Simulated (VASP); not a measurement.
# LiSi16 (a cell with a defect): single point with PBE

Crystal: LiSi16 (a cell with a defect).

```xyz
17
Lattice="0.0000 5.4300 5.4300 5.4300 0.0000 5.4300 5.4300 5.4300 0.0000" Properties=species:S:1:pos:R:3 pbc="T T T"
Si   -0.0314   -0.0274   -0.0036
Si    1.2672    1.2706    1.4484
Si    2.6148    2.6184    0.1007
Si    4.0258    4.0287    1.3047
Si    2.7189   -0.0278    2.7470
Si    4.1064    1.3490    4.0388
Si    5.4925    2.6577    2.6534
Si    6.8410    4.0288    4.1201
Si   -0.0312    2.7227    2.7464
Si    1.3450    4.1098    4.0394
Si    2.6545    5.4953    2.6536
Si    4.0258    6.8443    4.1203
Si    2.8032    2.8068    5.3422
Si    4.1063    4.1102    6.8002
Si    5.4925    5.4955    5.4913
Si    6.8910    6.8941    6.6849
Li    4.5005    4.5022    3.6466
```

| Quantity | Value |
| --- | --- |
| Program | VASP 6.6.1 |
| Task | single point |
| Functional | PBE |
| Potentials or basis | VASP PAW PBE potentials, release 64 (Si, Li_sv) |
| Cutoff | 520 eV |
| k mesh | 2 × 2 × 2 |
| Occupations | gaussian, width 0.02 eV |
| Spin | no spin polarisation |

```yaml
Largest_force: 0.701 eV/Å
```

Forces on the atoms (eV/Å):
```
Si   0.026  0.024 -0.016
Si   0.028  0.028 -0.029
Si   0.041  0.035 -0.036
Si   0.038  0.045 -0.009
Si   0.019  0.028 -0.029
Si   0.023  0.015 -0.021
Si   0.035  0.019 -0.038
Si   0.011  0.040 -0.038
Si   0.024  0.016 -0.023
Si   0.017  0.027 -0.028
Si   0.022  0.034 -0.034
Si   0.040  0.008 -0.043
Si   0.010  0.008 -0.010
Si   0.025  0.023 -0.015
Si   0.035  0.039 -0.020
Si   0.018  0.012 -0.013
Li  -0.413 -0.400  0.402
```

Levels at points of the mesh, in eV from the Fermi level:
| k point | band 31 | band 32 | band 33 | band 34 | band 35 | band 36 |
| --- | --- | --- | --- | --- | --- | --- |
| (0.00, 0.00, 0.00) | -0.20 | -0.14 | -0.14 | 0.24 | 0.49 | 0.49 |
| (0.50, 0.00, 0.00) | -0.96 | -0.92 | -0.88 | 0.98 | 1.13 | 1.33 |
| (0.00, 0.50, 0.00) | -0.96 | -0.92 | -0.87 | 0.98 | 1.13 | 1.33 |
| (0.00, 0.00, 0.50) | -0.95 | -0.87 | -0.87 | 1.12 | 1.12 | 1.14 |
| (0.50, 0.50, 0.50) | -0.96 | -0.92 | -0.88 | 0.98 | 1.13 | 1.33 |
| (0.50, 0.50, 0.00) | -1.54 | -1.46 | -1.41 | 0.85 | 0.98 | 2.03 |
| (0.00, 0.50, 0.50) | -1.54 | -1.46 | -1.41 | 0.85 | 0.98 | 2.03 |
| (0.50, 0.00, 0.50) | -1.54 | -1.46 | -1.41 | 0.85 | 0.98 | 2.03 |

It took 2.7 min on 1 thread of Intel(R) Xeon(R) 6975P-C (Granite Rapids), with other jobs on the host, peak memory 0.47 GiB.

Caveat: the k points lie up to 0.50 Å⁻¹ apart; the cell carries a net charge on a neutralising background, which shifts energy and pressure; the cell is charged against a uniform background, so pressure and absolute levels hang on convention.
